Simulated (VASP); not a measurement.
Input of a VASP 6.6.1 run:

The input INCAR:

```
ALGO = Normal
EDIFF = 1E-6
EDIFFG = -0.01
ENCUT = 600
GGA = PS
IBRION = 2
ISIF = 3
ISMEAR = -1
LASPH = True
LCHARG = False
LREAL = False
LWAVE = False
NELM = 100
NSW = 60
PREC = Accurate
PSTRESS = 300.0
SIGMA = 0.05
```

Contents of KPOINTS:

```
k-points
0
Gamma
  11 11 6
```

The input POSCAR:

```
Tc
1.0
    2.7400000000      0.0000000000      0.0000000000
   -1.3700000000      2.3729096064      0.0000000000
    0.0000000000      0.0000000000      4.3980000000
Tc
2
Direct
    0.6666666667      0.3333333333      0.7500000000
    0.3333333333      0.6666666667      0.2500000000
```

Potentials or basis: VASP PAW PBE potentials, release 64 (Tc_pv).

Launch:

```bash
$ cat potpaw_PBE.64/Tc_pv/POTCAR > POTCAR
$ mpirun -np 1 vasp_std > vasp.out
```

Question: Predict the band gap on the k mesh.

Answer: Zero (band 13 reaches 15.94 eV, above the bottom of band 14 at 12.33 eV).

Question: Predict the relaxed volume.

Answer: 12.94 Å³/atom.

Question: What does it give for the space group after relaxing (to 0.05 Å)?

Answer: P6_3/mmc (No. 194).

Question: Predict the relaxed cell.

Answer: a = 2.651 Å, b = 2.651 Å, c = 4.252 Å, α = 90.00°, β = 90.00°, γ = 120.00°.

Final structure:
```
Tc
1.0
     2.65091    0.00000    0.00000
    -1.32545    2.29575    0.00000
     0.00000    0.00000    4.25185
Tc
2
Direct
  0.66667 0.33333 0.75000
  0.33333 0.66667 0.25000
```

Caveat: the cell is relaxed towards a set pressure, so the enthalpy falls and the energy may rise; the PAW data sets were made with another functional, which shifts forces and pressure a little.
